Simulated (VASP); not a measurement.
# Ge (P4_322) in VASP: a series of runs, part 2 of 2

VASP 6.6.1. The steps go on from the part before.

## Step 3: Single point, PBE

File INCAR:

```
SYSTEM = Ge
ALGO     = Normal         ! electronic algorithm
EDIFF    = 1E-6           ! SCF threshold, eV
ENCUT    = 500            ! plane-wave cutoff, eV
GGA      = PE             ! functional
GGA_COMPAT= .False.      
ISIF     = 2              ! what is computed and relaxed
ISMEAR   = 0              ! smearing method
LASPH    = .True.         ! aspherical terms in the spheres
LCHARG   = .False.        ! write CHGCAR
LREAL    = .False.        ! projectors in reciprocal space
LWAVE    = .False.        ! write WAVECAR
NBANDS   = 96             ! bands
NELM     = 120            ! most SCF steps
PREC     = Accurate       ! precision mode
SIGMA    = 0.1            ! smearing width, eV
```

File KPOINTS:

```
k-points
0
Gamma
  6 6 6
  0 0 0
```

File POSCAR:

```
Ge
1.0
    6.9794799620      0.0000000000      0.0000000000
    0.0000000000      6.9794799620      0.0000000000
    0.0000000000      0.0000000000      6.9516633770
Ge
12
Direct
    0.6285536841      0.6285536841      0.6250000000
    0.3714463159      0.3714463159      0.1250000000
    0.3714463159      0.6285536841      0.3750000000
    0.6285536841      0.3714463159      0.8750000000
    0.1571112248      0.5821144495      0.9110180907
    0.8428887752      0.4178855505      0.4110180907
    0.4178855505      0.1571112248      0.6610180907
    0.5821144495      0.8428887752      0.1610180907
    0.8428887752      0.5821144495      0.0889819093
    0.1571112248      0.4178855505      0.5889819093
    0.5821144495      0.1571112248      0.3389819093
    0.4178855505      0.8428887752      0.8389819093
```

Potentials or basis: VASP PAW PBE potentials, release 64 (Ge_d).

Started as:

```console
$ cat potpaw_PBE.64/Ge_d/POTCAR > POTCAR
$ mpirun -np 1 vasp_std > vasp.out
```

OUTCAR:

```text
SYSTEM = Ge
   EDIFF = 1E-6
   ENCUT = 500
   GGA = PE
   ISIF = 2
   ISMEAR = 0
   LASPH = .True.
   LREAL = .False.
   NELM = 120
   PREC = Accurate

 ion  position               nearest neighbor table
   1  0.629  0.629  0.625-   3 2.50   4 2.50   6 2.57  12 2.57
   2  0.371  0.371  0.125-   3 2.50   4 2.50   5 2.57  11 2.57
   3  0.371  0.629  0.375-   1 2.50   2 2.50   8 2.57  10 2.57
   4  0.629  0.371  0.875-   1 2.50   2 2.50   7 2.57   9 2.57
   5  0.157  0.582  0.911-  10 2.52   9 2.52   2 2.57  12 2.62
   6  0.843  0.418  0.411-   9 2.52  10 2.52   1 2.57  11 2.62
   7  0.418  0.157  0.661-  11 2.52  12 2.52   4 2.57  10 2.62
   8  0.582  0.843  0.161-  12 2.52  11 2.52   3 2.57   9 2.62
   9  0.843  0.582  0.089-   6 2.52   5 2.52   4 2.57   8 2.62
  10  0.157  0.418  0.589-   5 2.52   6 2.52   3 2.57   7 2.62
  11  0.582  0.157  0.339-   7 2.52   8 2.52   2 2.57   6 2.62
  12  0.418  0.843  0.839-   8 2.52   7 2.52   1 2.57   5 2.62

  LATTYP: Found a simple tetragonal cell.
 ALAT       =     6.9794799620
 C/A-ratio  =     0.9960145190

[... 217 lines left out ...]
      6     -21.7645      2.00000
[... 2365 lines left out ...]
     95       6.7955      0.00000
     96       7.0653      0.00000

 [... further k-points ...]

------------------------ aborting loop because EDIFF is reached ----------------------------------------

  FORCE on cell =-STRESS in cart. coord.  units (eV):
  Direction    XX          YY          ZZ          XY          YZ          ZX
  --------------------------------------------------------------------------------------
  -------------------------------------------------------------------------------------
  Total       -0.1095056     -0.1095056     -0.1386265      0.0000000     -0.0000000      0.0000000
  in kB       -0.5180983     -0.5180983     -0.6558765      0.0000000     -0.0000000      0.0000000
  external PRESSURE =      -0.5640244 kB  Pullay stress =       0.0000000 kB

 VOLUME and BASIS-vectors are now :
 -----------------------------------------------------------------------------
  energy-cutoff  :      500.00
  volume of cell :      338.64
      direct lattice vectors                 reciprocal lattice vectors
     6.979479962  0.000000000  0.000000000     0.143277150  0.000000000  0.000000000
     0.000000000  6.979479962  0.000000000     0.000000000  0.143277150  0.000000000
     0.000000000  0.000000000  6.951663377     0.000000000  0.000000000  0.143850464

 POSITION                                       TOTAL-FORCE (eV/Angst)
 -----------------------------------------------------------------------------------
      4.38698      4.38698      4.34479         0.007561      0.007561      0.000000
      2.59250      2.59250      0.86896        -0.007561     -0.007561      0.000000
      2.59250      4.38698      2.60687        -0.007561      0.007561      0.000000
      4.38698      2.59250      6.08271         0.007561     -0.007561      0.000000
      1.09655      4.06286      6.33309         0.000145      0.005147     -0.001276
      5.88293      2.91662      2.85726        -0.000145     -0.005147     -0.001276
      2.91662      1.09655      4.59518        -0.005147      0.000145     -0.001276
      4.06286      5.88293      1.11934         0.005147     -0.000145     -0.001276
      5.88293      4.06286      0.61857        -0.000145      0.005147      0.001276
      1.09655      2.91662      4.09440         0.000145     -0.005147      0.001276
      4.06286      1.09655      2.35649         0.005147      0.000145      0.001276
      2.91662      5.88293      5.83232        -0.005147     -0.000145      0.001276
 -----------------------------------------------------------------------------------
    total drift:                               -0.000000      0.000000      0.000000

  FREE ENERGIE OF THE ION-ELECTRON SYSTEM (eV)
  ---------------------------------------------------
  free  energy   TOTEN  =       -49.9421042517 eV

  energy  without entropy=      -49.9324469845  energy(sigma->0) =      -49.93727562
```

Wall time 51 min (1 thread of Oxide Virtual Turin-like, shared host); peak memory 0.89 GiB.

Results:

- Free energy: -49.9421 eV
- Pressure: -0.1 GPa
- Largest force: 0.011 eV/Å
- Band gap on the k mesh: zero (bands 84 and 85 overlap by 0.20 eV)

Forces in eV/Å, atoms in the order of the input:
```
Ge   0.008  0.008  0.000
Ge  -0.008 -0.008  0.000
Ge  -0.008  0.008  0.000
Ge   0.008 -0.008  0.000
Ge   0.000  0.005 -0.001
Ge   0.000 -0.005 -0.001
Ge  -0.005  0.000 -0.001
Ge   0.005  0.000 -0.001
Ge   0.000  0.005  0.001
Ge   0.000 -0.005  0.001
Ge   0.005  0.000  0.001
Ge  -0.005  0.000  0.001
```

Levels at points of the mesh, in eV from the Fermi level:
```tsv
k point	band 82	band 83	band 84	band 85	band 86	band 87
(0.00, 0.00, 0.00)	-0.73	-0.59	0.10	0.18	0.88	1.46
(0.50, 0.00, 0.00)	-0.83	-0.71	-0.08	-0.07	0.31	1.02
(0.50, 0.50, 0.00)	-0.97	-0.37	-0.37	0.33	0.33	0.81
(0.00, 0.00, 0.50)	-1.40	-0.47	-0.47	0.48	0.48	0.74
(0.50, 0.00, 0.50)	-1.34	-0.58	-0.58	0.16	0.16	1.17
(0.50, 0.50, 0.50)	-1.22	-0.69	-0.69	0.77	0.77	0.98
```

Caveat: semilocal functionals underestimate gaps, and a narrow one can read as zero.
